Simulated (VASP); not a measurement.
A run of VASP 6.6.1 is set up as follows.

The input INCAR:

```
SYSTEM = Ru
ALGO = Normal ; EDIFF = 1E-6
EDIFFG = -0.01 ; ENCUT = 600
GGA = PS ; IBRION = 2
ISIF = 8 ; ISMEAR = -1
LASPH = .True. ; LCHARG = .False.
LREAL = .False. ; LWAVE = .False.
NELM = 60 ; NSW = 60
PREC = Accurate ; SIGMA = 0.05
```

KPOINTS

```
k-points
0
Gamma
  11 11 6
  0 0 0
```

File POSCAR:

```
Ru
1.0
    2.7058000000      0.0000000000      0.0000000000
   -1.3529000000      2.3432920000      0.0000000000
    0.0000000000      0.0000000000      4.2819000000
Ru
2
Direct
    0.3333333333      0.6666666667      0.2500000000
    0.6666666667      0.3333333333      0.7500000000
```

Potentials or basis: VASP PAW PBE potentials, release 64 (Ru_pv).

Run with:

```bash
$ cat potpaw_PBE.64/Ru_pv/POTCAR > POTCAR
$ mpirun -np 1 vasp_std > vasp.out
```

Question: Predict the relaxed cell.

Answer: a = 2.689 Å, b = 2.689 Å, c = 4.255 Å, α = 90.00°, β = 90.00°, γ = 120.00°.

Question: What does it give for the band gap on the k mesh?

Answer: Zero (band 14 reaches 14.60 eV, above the bottom of band 15 at 11.43 eV).

Question: What does it give for the space group after relaxing (to 0.05 Å)?

Answer: P6_3/mmc (No. 194).

Question: Estimate the relaxed volume.

Answer: 13.32 Å³/atom.

Stress tensor (GPa, compression positive):
```
 0.06  0.00  0.00
 0.00  0.06  0.00
 0.00  0.00 -0.03
```

Caveat: the PAW data sets were made with another functional, which shifts forces and pressure a little.
